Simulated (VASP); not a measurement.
Set up this calculation in VASP 6.6.1, as the native input.

| Property | Result |
| --- | --- |
| Task | single point |
| Functional | RPBE |
| Potentials or basis | VASP PAW PBE potentials, release 64 (Re) |
| Cutoff | 520 eV |
| k mesh | 17 × 17 × 5 |
| Occupations | fermi-dirac, width 0.1 eV |
| Spin | no spin polarisation |
| Dipole correction | no |
| Further INCAR settings | ALGO = Normal; EDIFF = 1e-06; NBANDS = 22 |

The structure of Re lies in POSCAR:

```
Re
1.0
    2.7868311508      0.0000000000      0.0000000000
   -1.3934155754      2.4134665727      0.0000000000
    0.0000000000      0.0000000000      8.9847025802
Re
4
Direct
    0.0000000000      1.0000000000      1.0000000000
    0.0000000000      1.0000000000      0.5000000000
    0.3333333333      0.6666666667      0.2500000000
    0.6666666667      0.3333333333      0.7500000000
```

The input as run:

INCAR

```
SYSTEM = Re
ALGO     = Normal         ! electronic algorithm
EDIFF    = 1E-6           ! SCF threshold, eV
ENCUT    = 520            ! plane-wave cutoff, eV
GGA      = RP             ! functional
ISIF     = 2              ! what is computed and relaxed
ISMEAR   = -1             ! smearing method
LASPH    = .True.         ! aspherical terms in the spheres
LCHARG   = .False.        ! write CHGCAR
LREAL    = .False.        ! projectors in reciprocal space
LWAVE    = .False.        ! write WAVECAR
NBANDS   = 22             ! bands
NELM     = 80             ! most SCF steps
PREC     = Accurate       ! precision mode
SIGMA    = 0.1            ! smearing width, eV
```

KPOINTS

```
k-points
0
Gamma
  17 17 5
  0 0 0
```

Potentials or basis: VASP PAW PBE potentials, release 64 (Re).

Run with:

```bash
$ cat potpaw_PBE.64/Re/POTCAR > POTCAR
$ mpirun -np 1 vasp_std > vasp.out
```

It gave:

```
Pressure               : -0.7 GPa
Band gap on the k mesh : zero (band 14 reaches 8.93 eV, above the bottom of band 15 at 6.40 eV)
```

Caveat: the PAW data sets were made with another functional, which shifts forces and pressure a little; spin-orbit coupling is left out, which moves the levels of the heavy elements.

It took 2.6 min on 1 thread of Intel(R) Xeon(R) Platinum 8488C (Sapphire Rapids), with other jobs on the host, peak memory 0.25 GiB.
